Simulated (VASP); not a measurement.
# AlCo (CsCl type) (Pm-3m) in VASP: a series of runs, part 2 of 2

VASP 6.6.1.

**3. Single point, PBE**

Contents of INCAR:

```
PREC = Accurate ; ENCUT = 520
EDIFF = 1E-6 ; ISMEAR = -1
SIGMA = 0.1 ; LREAL = False
LASPH = True ; NELM = 100
ALGO = Normal ; ISIF = 2
LWAVE = False ; LCHARG = False
GGA = PE ; NBANDS = 13
```

Contents of KPOINTS:

```
Automatic mesh
0
Gamma
  14 14 14
```

Contents of POSCAR:

```
AlCo
1.0
    2.8524807722      0.0000000000      0.0000000000
    0.0000000000      2.8524807722      0.0000000000
    0.0000000000      0.0000000000      2.8524807722
Co Al
1 1
Direct
    0.0000000000      0.0000000000      0.0000000000
    0.5000000000      0.5000000000      0.5000000000
```

Potentials or basis: VASP PAW PBE potentials, release 64 (Co, Al).

The run is started by

```console
$ cat potpaw_PBE.64/Co/POTCAR potpaw_PBE.64/Al/POTCAR > POTCAR
$ mpirun -np 1 vasp_std > vasp.out
```

OUTCAR:

```text
PREC = Accurate
   ENCUT = 520
   EDIFF = 1E-6
   ISMEAR = -1
   LREAL = False
   LASPH = True
   NELM = 100
   ISIF = 2
   GGA = PE

 ion  position               nearest neighbor table
   1  0.000  0.000  0.000-   2 2.47   2 2.47   2 2.47   2 2.47   2 2.47   2 2.47   2 2.47   2 2.47

   2  0.500  0.500  0.500-   1 2.47   1 2.47   1 2.47   1 2.47   1 2.47   1 2.47   1 2.47   1 2.47

  LATTYP: Found a simple cubic cell.
 ALAT       =     2.8524807722

  Lattice vectors:

 A1 = (   2.8524807722,   0.0000000000,   0.0000000000)
 A2 = (   0.0000000000,   2.8524807722,   0.0000000000)
 A3 = (   0.0000000000,   0.0000000000,   2.8524807722)

Analysis of symmetry for initial positions (statically):
=====================================================================
 Subroutine PRICEL returns:
 Original cell was already a primitive cell.

 Routine SETGRP: Setting up the symmetry group for a
 simple cubic supercell.

 Subroutine GETGRP returns: Found 48 space group operations
 (whereof 48 operations were pure point group operations)
 out of a pool of 48 trial point group operations.

The static configuration has the point symmetry O_h .

Analysis of symmetry for dynamics (positions and initial velocities):
=====================================================================
 Subroutine PRICEL returns:
 Original cell was already a primitive cell.

 Routine SETGRP: Setting up the symmetry group for a
 simple cubic supercell.

 Subroutine GETGRP returns: Found 48 space group operations
 (whereof 48 operations were pure point group operations)
 out of a pool of 48 trial point group operations.

The dynamic configuration has the point symmetry O_h .

 Subroutine INISYM returns: Found 48 space group operations
 (whereof 48 operations are pure point group operations),
 and found     1 'primitive' translations

----------------------------------------------------------------------------------------

                                     Primitive cell
[... 120 lines left out ...]
   LEPSILON=     F    determine dielectric tensor
   LRPA    =     F    only Hartree local field effects (RPA)
 non-spin polarized calculation
  energy-cutoff  :      520.00
  volume of cell :       23.21
 maximum number of plane-waves:       640
 NGX is ok and might be reduce to    24
   NGX = 11   NGY = 11   NGZ = 11

 number of electron      11.9999996 magnetization

 Free energy of the ion-electron system (eV)
  ---------------------------------------------------
  ext. energy  EPLUGINS =         0.00000000
  ---------------------------------------------------
  free energy    TOTEN  =       -12.00304796 eV

  energy without entropy =      -11.97398650  energy(sigma->0) =      -11.98851723

 E-fermi :  10.4913     XC(G=0): -12.2525

 val. band max:       10.4686699927   @ k =   0.4286   0.4286   0.0000
 cond. band min:      10.5116657870   @ k =   0.4286   0.4286   0.0714
 fundamental gap:      0.0429957943
 Fermi energy:        10.4913252574

 k-point     1 :       0.0000    0.0000    0.0000
  band No.  band energies     occupation
      1      -0.5169      2.00000
      2       7.5919      2.00000
      3       7.5919      2.00000
      4       9.6991      1.99928
      5       9.6991      1.99928
      6       9.6991      1.99928
      7      16.4919      0.00000
      8      16.4919      0.00000
      9      16.4919      0.00000
     10      19.2631      0.00000
     11      19.2631      0.00000
     12      25.6423      0.00000
     13      32.1263      0.00000
[... 354 lines left out ...]
  band No.  band energies     occupation
      1       2.5748      2.00000
      2       6.4918      2.00000
      3       8.0341      2.00000
      4       8.7046      2.00000
      5       9.0429      2.00000
      6       9.4600      1.99993
      7      11.1951      0.00175
      8      14.9915      0.00000
      9      18.9251      0.00000
     10      20.3260      0.00000
     11      22.6550      0.00000
     12      25.0375      0.00000
     13      27.3196      0.00000

 [... further k-points ...]

------------------------ aborting loop because EDIFF is reached ----------------------------------------

  FORCE on cell =-STRESS in cart. coord.  units (eV):
  Direction    XX          YY          ZZ          XY          YZ          ZX
  --------------------------------------------------------------------------------------
  -------------------------------------------------------------------------------------
  Total        0.0041531      0.0041531      0.0041531      0.0000000      0.0000000      0.0000000
  in kB        0.2866938      0.2866938      0.2866938      0.0000000      0.0000000      0.0000000
  external PRESSURE =       0.2866938 kB  Pullay stress =       0.0000000 kB

 VOLUME and BASIS-vectors are now :
 -----------------------------------------------------------------------------
  energy-cutoff  :      520.00
  volume of cell :       23.21
      direct lattice vectors                 reciprocal lattice vectors
     2.852480772  0.000000000  0.000000000     0.350572039  0.000000000  0.000000000
     0.000000000  2.852480772  0.000000000     0.000000000  0.350572039  0.000000000
     0.000000000  0.000000000  2.852480772     0.000000000  0.000000000  0.350572039

 POSITION                                       TOTAL-FORCE (eV/Angst)
 -----------------------------------------------------------------------------------
      0.00000      0.00000      0.00000         0.000000      0.000000      0.000000
      1.42624      1.42624      1.42624         0.000000      0.000000      0.000000
 -----------------------------------------------------------------------------------
    total drift:                                0.000000      0.000000      0.000000

  FREE ENERGIE OF THE ION-ELECTRON SYSTEM (eV)
  ---------------------------------------------------
  free  energy   TOTEN  =       -12.0030479555 eV

  energy  without entropy=      -11.9739865036  energy(sigma->0) =      -11.98851723
```

Run time: 24 s. Hardware: 1 thread of Intel Xeon 8259CL, shared host; peak memory 0.17 GiB.

Results:

* Free energy: -12.0030 eV
* Pressure: 0.0 GPa
* Band gap on the k mesh: zero (bands 6 and 7 overlap by 2.63 eV)

Caveat: the run has no spin polarisation, though such a crystal can be magnetic. Spin polarisation is off, so any magnetic state and its effect on volume and gap are missing.

**4. Relaxation of cell and atoms, PBE, target pressure 0.03 GPa, at which the enthalpy is minimised**

Contents of INCAR:

```
SYSTEM = AlCo
  ALGO = Normal
  EDIFF = 1E-6
  EDIFFG = -0.005
  ENCUT = 600
  GGA = PE
  IBRION = 2
  ISIF = 3
  ISMEAR = -1
  LASPH = .TRUE.
  LCHARG = .FALSE.
  LREAL = .FALSE.
  LWAVE = .FALSE.
  NELM = 60
  NSW = 32
  PREC = Accurate
  PSTRESS = 0.3
  SIGMA = 0.1
```

Contents of KPOINTS:

```
k-points
0
G
  14 14 14
  0 0 0
```

Contents of POSCAR:

```
AlCo
1.0
    2.8526159840      0.0000000000      0.0000000000
    0.0000000000      2.8526159840      0.0000000000
    0.0000000000      0.0000000000      2.8526159840
Co Al
1 1
Direct
    0.0000000000      0.0000000000      0.0000000000
    0.5000000000      0.5000000000      0.5000000000
```

The run is started by

```console
$ cat potpaw_PBE.64/Co/POTCAR potpaw_PBE.64/Al/POTCAR > POTCAR
$ mpirun -np 1 vasp_std > vasp.out
```

It took 40 s on 1 thread of Intel Xeon 8259CL, shared host; peak memory 0.17 GiB.

It converged, with:

```yaml
Free_energy: -12.0029 eV
Relaxed_volume: 11.60 Å³/atom
Relaxed_cell: a = 2.852 Å, b = 2.852 Å, c = 2.852 Å, α = 90.00°, β = 90.00°, γ = 90.00°
Space_group_after_relaxing_to_0.1_Å: Pm-3m (No. 221)
Energy_change_on_relaxing_the_run_minimises_the_enthalpy: -0.0 meV/atom
Ionic_steps: 3
Pressure_after_relaxing: 0.0 GPa
Band_gap_on_the_k_mesh: zero (bands 6 and 7 overlap by 2.63 eV)
```

Final structure:
```
Co Al
1.0
     2.85209    0.00000    0.00000
     0.00000    2.85209    0.00000
     0.00000    0.00000    2.85209
Co Al
1 1
Direct
  0.00000 0.00000 0.00000
  0.50000 0.50000 0.50000
```

Levels at points of the mesh, in eV from the Fermi level:
| k point | band 4 | band 5 | band 6 | band 7 | band 8 | band 9 |
| --- | --- | --- | --- | --- | --- | --- |
| (0.00, 0.00, 0.00) | -0.79 | -0.79 | -0.79 | 6.00 | 6.00 | 6.00 |
| (0.50, 0.00, 0.00) | -1.66 | -1.66 | -0.68 | 0.22 | 8.44 | 10.65 |
| (0.50, 0.50, 0.00) | -2.63 | -1.45 | -1.45 | -0.19 | 2.47 | 3.48 |
| (0.50, 0.50, 0.50) | -0.16 | -0.16 | 2.44 | 2.44 | 2.44 | 4.14 |

Caveat: the cell is relaxed towards a set pressure, so the run minimises the enthalpy, not the energy; the run has no spin polarisation, though such a crystal can be magnetic.

**5. Summary**

| task | cell | cutoff (eV) | gap on the mesh (eV) | pressure (GPa) |
| --- | --- | --- | --- | --- |
| single point | a = 2.853 Å, 2 atoms | 520 | none | 0.0 |
| single point | a = 2.852 Å, 2 atoms | 520 | none | 0.0 |
| relaxation of cell and atoms | relaxed to 0.03 GPa from a = 2.853 Å, 2 atoms | 600 | none | 0.0 |

Alike in all rows: level PBE; potentials or basis VASP PAW PBE potentials, release 64 (Co, Al); no spin polarisation; k mesh 14 × 14 × 14; smearing fermi-dirac 0.1 eV.

Caveats: the run has no spin polarisation, though such a crystal can be magnetic; the cell is relaxed towards a set pressure, so the run minimises the enthalpy, not the energy (at least some runs).

Total energies depend on the potentials used, so only differences within one code and one set of settings carry meaning.
